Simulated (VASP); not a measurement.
# CdF2 (Fm-3m) in VASP: further runs

The runs below take CdF2 through electric field gradients, single point, with LDA.

Everything below comes from runs of VASP 6.6.1. Logs are shortened: lines on timing, memory, paths and dates and some standing lists are left out, and cuts for length are marked.

### Step 1. The cell of the first run

It takes space group Fm-3m (No. 225, cubic). The conventional cell has a = 5.388 Å, b = 5.388 Å, c = 5.388 Å, α = 90.00°, β = 90.00°, γ = 90.00°. Within 3.1 Å of Cd (site symmetry m-3m) lie 8 F at 2.33 Å. Within 3.1 Å of F (site symmetry -43m) lie 4 Cd at 2.33 Å and 6 F at 2.69 Å.

### Step 2. Electric field gradients, LDA

INCAR reads:

```
PREC = Accurate
ENCUT = 520
EDIFF = 1E-8
ISMEAR = -1
SIGMA = 0.02
LREAL = False
LASPH = True
NELM = 80
ALGO = Normal
ISIF = 2
LWAVE = False
LCHARG = False
LEFG = True
NBANDS = 20
```

KPOINTS reads:

```
regular mesh
0
Gamma
  8 8 8
```

POSCAR reads:

```
CdF2
1.0
    0.0000000000      2.6940000000      2.6940000000
    2.6940000000      0.0000000000      2.6940000000
    2.6940000000      2.6940000000      0.0000000000
Cd F
1 2
Direct
    0.0000000000      0.0000000000      0.0000000000
    0.2500000000      0.2500000000      0.2500000000
    0.7500000000      0.7500000000      0.7500000000
```

Potentials or basis: VASP PAW LDA potentials, release 64 (Cd, F).

Run with:

```bash
> cat potpaw_LDA.64/Cd/POTCAR potpaw_LDA.64/F/POTCAR > POTCAR
> mpirun -np 1 vasp_std > vasp.out
```

OUTCAR:

```text
PREC = Accurate
   ENCUT = 520
   EDIFF = 1E-8
   ISMEAR = -1
   LREAL = False
   LASPH = True
   NELM = 80
   ISIF = 2

 ion  position               nearest neighbor table
   1  0.000  0.000  0.000-   3 2.33   3 2.33   3 2.33   2 2.33   3 2.33   2 2.33   2 2.33   2 2.33

   2  0.250  0.250  0.250-   1 2.33   1 2.33   1 2.33   1 2.33
   3  0.750  0.750  0.750-   1 2.33   1 2.33   1 2.33   1 2.33

  LATTYP: Found a face centered cubic cell.
 ALAT       =     5.3880000000

  Lattice vectors:

 A1 = (   0.0000000000,   2.6940000000,   2.6940000000)
 A2 = (   2.6940000000,   0.0000000000,   2.6940000000)
 A3 = (   2.6940000000,   2.6940000000,   0.0000000000)

Analysis of symmetry for initial positions (statically):
=====================================================================
 Subroutine PRICEL returns:
 Original cell was already a primitive cell.

 Routine SETGRP: Setting up the symmetry group for a
 face centered cubic supercell.

 Subroutine GETGRP returns: Found 48 space group operations
 (whereof 48 operations were pure point group operations)
 out of a pool of 48 trial point group operations.

The static configuration has the point symmetry O_h .

Analysis of symmetry for dynamics (positions and initial velocities):
=====================================================================
 Subroutine PRICEL returns:
 Original cell was already a primitive cell.

 Routine SETGRP: Setting up the symmetry group for a
 face centered cubic supercell.

 Subroutine GETGRP returns: Found 48 space group operations
 (whereof 48 operations were pure point group operations)
 out of a pool of 48 trial point group operations.

The dynamic configuration has the point symmetry O_h .

 Subroutine INISYM returns: Found 48 space group operations
 (whereof 48 operations are pure point group operations),
 and found     1 'primitive' translations

----------------------------------------------------------------------------------------

                                     Primitive cell

  volume of cell :      39.1041

  direct lattice vectors                    reciprocal lattice vectors
[... 127 lines left out ...]

 Free energy of the ion-electron system (eV)
  ---------------------------------------------------
  ext. energy  EPLUGINS =         0.00000000
  ---------------------------------------------------
  free energy    TOTEN  =       -12.71569467 eV

  energy without entropy =      -12.71569467  energy(sigma->0) =      -12.71569467

 E-fermi :  -1.2351     XC(G=0): -11.1271

 val. band max:       -1.6614933500   @ k =  -0.2500   0.5000   0.2500
 cond. band min:       1.1351669240   @ k =   0.0000   0.0000   0.0000
 fundamental gap:      2.7966602740
 Fermi energy:        -1.2351236624

 k-point     1 :       0.0000    0.0000    0.0000
  band No.  band energies     occupation
      1     -22.1083      2.00000
      2     -20.9264      2.00000
      3      -7.3035      2.00000
      4      -7.3035      2.00000
      5      -7.3035      2.00000
      6      -6.0228      2.00000
[... 541 lines left out ...]
     19      16.6623      0.00000
     20      20.2397      0.00000

 [... further k-points ...]

------------------------ aborting loop because EDIFF is reached ----------------------------------------

  FORCE on cell =-STRESS in cart. coord.  units (eV):
  Direction    XX          YY          ZZ          XY          YZ          ZX
  --------------------------------------------------------------------------------------
  -------------------------------------------------------------------------------------
  Total       -1.1542335     -1.1542335     -1.1542335      0.0000000      0.0000000     -0.0000000
  in kB      -47.2913236    -47.2913236    -47.2913236      0.0000000      0.0000000     -0.0000000
  external PRESSURE =     -47.2913236 kB  Pullay stress =       0.0000000 kB

 VOLUME and BASIS-vectors are now :
 -----------------------------------------------------------------------------
  energy-cutoff  :      520.00
  volume of cell :       39.10
      direct lattice vectors                 reciprocal lattice vectors
     0.000000000  2.694000000  2.694000000    -0.185597624  0.185597624  0.185597624
     2.694000000  0.000000000  2.694000000     0.185597624 -0.185597624  0.185597624
     2.694000000  2.694000000  0.000000000     0.185597624  0.185597624 -0.185597624

 POSITION                                       TOTAL-FORCE (eV/Angst)
 -----------------------------------------------------------------------------------
      0.00000      0.00000      0.00000         0.000000     -0.000000      0.000000
      1.34700      1.34700      1.34700        -0.000000     -0.000000      0.000000
      4.04100      4.04100      4.04100         0.000000      0.000000     -0.000000
 -----------------------------------------------------------------------------------
    total drift:                                0.000000      0.000000      0.000000

  FREE ENERGIE OF THE ION-ELECTRON SYSTEM (eV)
  ---------------------------------------------------
  free  energy   TOTEN  =       -12.7156946671 eV

  energy  without entropy=      -12.7156946671  energy(sigma->0) =      -12.71569467

 Electric field gradients (V/A^2)
---------------------------------------------------------------------
 ion       V_xx      V_yy      V_zz      V_xy      V_xz      V_yz
---------------------------------------------------------------------
   1       0.000     0.000    -0.000    -0.002    -0.002    -0.002
   2      -0.000    -0.000    -0.000     0.008     0.008     0.008
   3      -0.000    -0.000    -0.000     0.008     0.008     0.008
---------------------------------------------------------------------

 Electric field gradients after diagonalization (V/A^2)
 (convention: |V_zz| > |V_xx| > |V_yy|)
----------------------------------------------------------------------
 ion       V_xx      V_yy      V_zz     asymmetry (V_yy - V_xx)/ V_zz
----------------------------------------------------------------------
   1       0.002     0.002    -0.004       0.000
   2      -0.008    -0.008     0.017       0.000
   3      -0.008    -0.008     0.017       0.000
----------------------------------------------------------------------

           NMR quadrupolar parameters

 Cq : quadrupolar parameter    Cq=e*Q*V_zz/h
 eta: asymmetry parameters     (V_yy - V_xx)/ V_zz
 Q  : nuclear electric quadrupole moment in mb (millibarn)
----------------------------------------------------------------------
 ion       Cq(MHz)       eta       Q (mb)
----------------------------------------------------------------------
   1      -0.000       0.000       1.000
   2       0.000       0.000       1.000
   3       0.000       0.000       1.000
----------------------------------------------------------------------
```

Run time: 36 s. Hardware: 1 thread of AMD EPYC 7R13, shared host; peak memory 0.12 GiB.

What came out:

| Item | Value |
| --- | --- |
| Free energy | -12.7157 eV |
| Pressure | -4.7 GPa |
| Band gap on the k mesh | 2.80 eV (least direct gap 3.28 eV) |
| Largest electric field gradient by atom | zero within the noise of the run |

Caveat: the cell stands under tension.

### Step 3. Electric field gradients, LDA (13.17 Å³/atom)

This run uses another cell than the first one, of 13.17 Å³/atom.

INCAR reads:

```
PREC     = Accurate       # precision mode
ENCUT    = 520            # plane-wave cutoff, eV
EDIFF    = 1E-8           # SCF threshold, eV
ISMEAR   = -1             # smearing method
SIGMA    = 0.02           # smearing width, eV
LREAL    = False          # projectors in reciprocal space
LASPH    = True           # aspherical terms in the spheres
NELM     = 60             # most SCF steps
ALGO     = Normal         # electronic algorithm
ISIF     = 2              # what is computed and relaxed
LWAVE    = False          # write WAVECAR
LCHARG   = False          # write CHGCAR
LEFG     = True         
NBANDS   = 20             # bands
```

KPOINTS is that of step 2.

POSCAR reads:

```
CdF2
1.0
    0.0000000000      2.7029502319      2.7029502319
    2.7029502319      0.0000000000      2.7029502319
    2.7029502319      2.7029502319      0.0000000000
Cd F
1 2
Direct
    0.0000000000      0.0000000000      0.0000000000
    0.2500000000      0.2500000000      0.2500000000
    0.7500000000      0.7500000000      0.7500000000
```

Potentials or basis: VASP PAW LDA potentials, release 64 (Cd, F).

Run with:

```bash
> cat potpaw_LDA.64/Cd/POTCAR potpaw_LDA.64/F/POTCAR > POTCAR
> mpirun -np 1 vasp_std > vasp.out
```

OUTCAR:

```text
PREC = Accurate
   ENCUT = 520
   EDIFF = 1E-8
   ISMEAR = -1
   LREAL = False
   LASPH = True
   NELM = 60
   ISIF = 2

 ion  position               nearest neighbor table
   1  0.000  0.000  0.000-   3 2.34   3 2.34   3 2.34   2 2.34   2 2.34   2 2.34   3 2.34   2 2.34

   2  0.250  0.250  0.250-   1 2.34   1 2.34   1 2.34   1 2.34
   3  0.750  0.750  0.750-   1 2.34   1 2.34   1 2.34   1 2.34

  LATTYP: Found a face centered cubic cell.
 ALAT       =     5.4059004638

  Lattice vectors:

 A1 = (   0.0000000000,   2.7029502319,   2.7029502319)
 A2 = (   2.7029502319,   0.0000000000,   2.7029502319)
 A3 = (   2.7029502319,   2.7029502319,   0.0000000000)

Analysis of symmetry for initial positions (statically):
=====================================================================
 Subroutine PRICEL returns:
 Original cell was already a primitive cell.

 Routine SETGRP: Setting up the symmetry group for a
 face centered cubic supercell.

 Subroutine GETGRP returns: Found 48 space group operations
 (whereof 48 operations were pure point group operations)
 out of a pool of 48 trial point group operations.

The static configuration has the point symmetry O_h .

Analysis of symmetry for dynamics (positions and initial velocities):
=====================================================================
 Subroutine PRICEL returns:
 Original cell was already a primitive cell.

 Routine SETGRP: Setting up the symmetry group for a
 face centered cubic supercell.

 Subroutine GETGRP returns: Found 48 space group operations
 (whereof 48 operations were pure point group operations)
 out of a pool of 48 trial point group operations.

The dynamic configuration has the point symmetry O_h .

 Subroutine INISYM returns: Found 48 space group operations
 (whereof 48 operations are pure point group operations),
 and found     1 'primitive' translations

----------------------------------------------------------------------------------------

                                     Primitive cell

  volume of cell :      39.4952

  direct lattice vectors                    reciprocal lattice vectors
     0.000000000  2.702950232  2.702950232    -0.184983058  0.184983058  0.184983058
     2.702950232  0.000000000  2.702950232     0.184983058 -0.184983058  0.184983058
     2.702950232  2.702950232  0.000000000     0.184983058  0.184983058 -0.184983058

  length of vectors
     3.822548876  3.822548876  3.822548876     0.320400055  0.320400055  0.320400055

  position of ions in fractional coordinates (direct lattice)
     0.000000000  0.000000000  0.000000000
     0.250000000  0.250000000  0.250000000
     0.750000000  0.750000000  0.750000000

  ion indices of the primitive-cell ions
   primitive index   ion index
                 1           1
                 2           2
                 3           3

----------------------------------------------------------------------------------------

 KPOINTS: regular mesh
[... 77 lines left out ...]
   TEBEG  =    0.0;   TEEND  =   0.0 temperature during run
   PSTRESS=    0.0 pullay stress
   NELECT =      26.0000    total number of electrons
   NUPDOWN=      -1.0000    fix difference up-down
   EMIN   =  10.00;   EMAX   =-10.00  energy-range for DOS
   EFERMI =   0.00;   METHOD = LEGACY
   ISMEAR =    -1;   SIGMA  =   0.02  broadening in eV -4-tet -1-fermi 0-gaus
   EFERMI_NEDOS =   21; number of points for ismear=-14 and -15
   IALGO  =     38    algorithm
   IMIX   =      4    mixing-type and parameters
     AMIX     =   0.40;   BMIX     =  1.00
     AMIX_MAG =   1.60;   BMIX_MAG =  1.00
  volume/ion in A,a.u.               =      13.17        88.84
  Fermi-wavevector in a.u.,A,eV,Ry     =   1.424135  2.691225 27.594808  2.028161
  Thomas-Fermi vector in A             =   2.544659
   LORBIT       =      0    0 simple, 1 ext, 2 COOP (PROOUT), +10 PAW based schemes
   GGA     = CA    functional components
   LHFCALC =     F    Hartree Fock is set to
   AEXX    =    0.0000 exact exchange contribution
   IVDW    =     0    specifies the selected vdW correction
   LEPSILON=     F    determine dielectric tensor
   LRPA    =     F    only Hartree local field effects (RPA)
 non-spin polarized calculation
  energy-cutoff  :      520.00
  volume of cell :       39.50
 maximum number of plane-waves:      1090
   NGX = 15   NGY = 15   NGZ = 15

 number of electron      25.9999983 magnetization

 Free energy of the ion-electron system (eV)
  ---------------------------------------------------
  ext. energy  EPLUGINS =         0.00000000
  ---------------------------------------------------
  free energy    TOTEN  =       -12.70364554 eV

  energy without entropy =      -12.70364554  energy(sigma->0) =      -12.70364554

 E-fermi :  -1.3206     XC(G=0): -11.0734

 val. band max:       -1.7380958871   @ k =  -0.2500   0.5000   0.2500
 cond. band min:       1.0239808032   @ k =   0.0000   0.0000   0.0000
 fundamental gap:      2.7620766903
 Fermi energy:        -1.3206207886

 k-point     1 :       0.0000    0.0000    0.0000
  band No.  band energies     occupation
      1     -22.1279      2.00000
      2     -20.9752      2.00000
      3      -7.3469      2.00000
      4      -7.3469      2.00000
      5      -7.3469      2.00000
      6      -6.1103      2.00000
[... 541 lines left out ...]
     19      16.5152      0.00000
     20      20.0865      0.00000

 [... further k-points ...]

------------------------ aborting loop because EDIFF is reached ----------------------------------------

  FORCE on cell =-STRESS in cart. coord.  units (eV):
  Direction    XX          YY          ZZ          XY          YZ          ZX
  --------------------------------------------------------------------------------------
  -------------------------------------------------------------------------------------
  Total       -1.4156571     -1.4156571     -1.4156571      0.0000000      0.0000000      0.0000000
  in kB      -57.4281078    -57.4281078    -57.4281078      0.0000000      0.0000000      0.0000000
  external PRESSURE =     -57.4281078 kB  Pullay stress =       0.0000000 kB

 VOLUME and BASIS-vectors are now :
 -----------------------------------------------------------------------------
  energy-cutoff  :      520.00
  volume of cell :       39.50
      direct lattice vectors                 reciprocal lattice vectors
     0.000000000  2.702950232  2.702950232    -0.184983058  0.184983058  0.184983058
     2.702950232  0.000000000  2.702950232     0.184983058 -0.184983058  0.184983058
     2.702950232  2.702950232  0.000000000     0.184983058  0.184983058 -0.184983058

 POSITION                                       TOTAL-FORCE (eV/Angst)
 -----------------------------------------------------------------------------------
      0.00000      0.00000      0.00000        -0.000000     -0.000000      0.000000
      1.35148      1.35148      1.35148         0.000000     -0.000000      0.000000
      4.05443      4.05443      4.05443        -0.000000      0.000000     -0.000000
 -----------------------------------------------------------------------------------
    total drift:                                0.000000      0.000000      0.000000

  FREE ENERGIE OF THE ION-ELECTRON SYSTEM (eV)
  ---------------------------------------------------
  free  energy   TOTEN  =       -12.7036455390 eV

  energy  without entropy=      -12.7036455390  energy(sigma->0) =      -12.70364554

 Electric field gradients (V/A^2)
---------------------------------------------------------------------
 ion       V_xx      V_yy      V_zz      V_xy      V_xz      V_yz
---------------------------------------------------------------------
   1       0.000     0.000     0.000    -0.002    -0.002    -0.002
   2       0.000    -0.000    -0.000     0.008     0.008     0.008
   3       0.000    -0.000    -0.000     0.008     0.008     0.008
---------------------------------------------------------------------

 Electric field gradients after diagonalization (V/A^2)
 (convention: |V_zz| > |V_xx| > |V_yy|)
----------------------------------------------------------------------
 ion       V_xx      V_yy      V_zz     asymmetry (V_yy - V_xx)/ V_zz
----------------------------------------------------------------------
   1       0.002     0.002    -0.004       0.000
   2      -0.008    -0.008     0.017       0.000
   3      -0.008    -0.008     0.017       0.000
----------------------------------------------------------------------

           NMR quadrupolar parameters

 Cq : quadrupolar parameter    Cq=e*Q*V_zz/h
 eta: asymmetry parameters     (V_yy - V_xx)/ V_zz
 Q  : nuclear electric quadrupole moment in mb (millibarn)
----------------------------------------------------------------------
 ion       Cq(MHz)       eta       Q (mb)
----------------------------------------------------------------------
   1      -0.000       0.000       1.000
   2       0.000       0.000       1.000
   3       0.000       0.000       1.000
----------------------------------------------------------------------
```

Run time: 36 s. Hardware: 1 thread of AMD EPYC 7R13, shared host; peak memory 0.12 GiB.

Results:

```
Free energy                             : -12.7036 eV
Pressure                                : -5.7 GPa
Band gap on the k mesh                  : 2.76 eV (least direct gap 3.26 eV)
Largest electric field gradient by atom : zero within the noise of the run
```

Levels at points of the mesh, in eV from the valence-band top:
```csv
k point,band 11,band 12,band 13,band 14,band 15,band 16
"(0.00, 0.00, 0.00)",-0.49,-0.49,-0.49,2.76,12.26,12.26
"(0.50, 0.00, 0.00)",-1.86,-0.39,-0.39,6.87,8.76,14.05
"(0.50, 0.50, 0.00)",-0.50,-0.09,-0.09,7.67,9.28,11.43
```

Caveat: the cell stands under tension.

(Continued in part 2 of 2.)
